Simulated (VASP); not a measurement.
A run of VASP 6.6.1:

Contents of POSCAR:

```
BN
1.0
    2.5009753125      0.0000000000      0.0000000000
   -1.2504876563      2.1659081548      0.0162443112
    0.0000000000      0.0515562125      6.8741616654
B N
2 2
Direct
    0.3333333333      0.6666666667      0.2500000000
    0.6666666667      0.3333333333      0.7500000000
    0.3333333333      0.6666666667      0.7500000000
    0.6666666667      0.3333333333      0.2500000000
```

INCAR.step1

```
PREC = Accurate
ENCUT = 520
ISMEAR = 0
SIGMA = 0.05
LREAL = F
LASPH = T
NELM = 80
NBANDS = 16
GGA = PE
ALGO = Normal
EDIFF = 1E-4
LWAVE = T
LCHARG = F
```

The input INCAR.step2:

```
PREC = Accurate
ENCUT = 520
EDIFF = 1E-7
ISMEAR = 0
SIGMA = 0.05
LREAL = F
LASPH = T
NELM = 80
ALGO = Normal
ISIF = 2
LWAVE = F
LCHARG = T
METAGGA = R2SCAN
LMIXTAU = T
LELF = T
LVHAR = T
NBANDS = 16
ISTART = 1
```

File KPOINTS:

```
Automatic mesh
0
Gamma
  12 12 4
```

Potentials or basis: VASP PAW PBE potentials, release 64 (B, N).

Launch:

```bash
$ cat potpaw_PBE.64/B/POTCAR potpaw_PBE.64/N/POTCAR > POTCAR
$ cp INCAR.step1 INCAR
$ mpirun -np 1 vasp_std > vasp.out
$ cp INCAR.step2 INCAR
$ mpirun -np 1 vasp_std > vasp.out
```

Hardware: 1 thread of Intel(R) Xeon(R) Platinum 8259CL CPU @ 2.50GHz (Skylake/Cascade Lake) (shared host).

**Question.** How long does it take, and how much memory?

**Answer.** It took 6 min on 1 thread of Intel(R) Xeon(R) Platinum 8259CL CPU @ 2.50GHz (Skylake/Cascade Lake) (shared host), peak memory 0.21 GiB. Counts: k points 164.
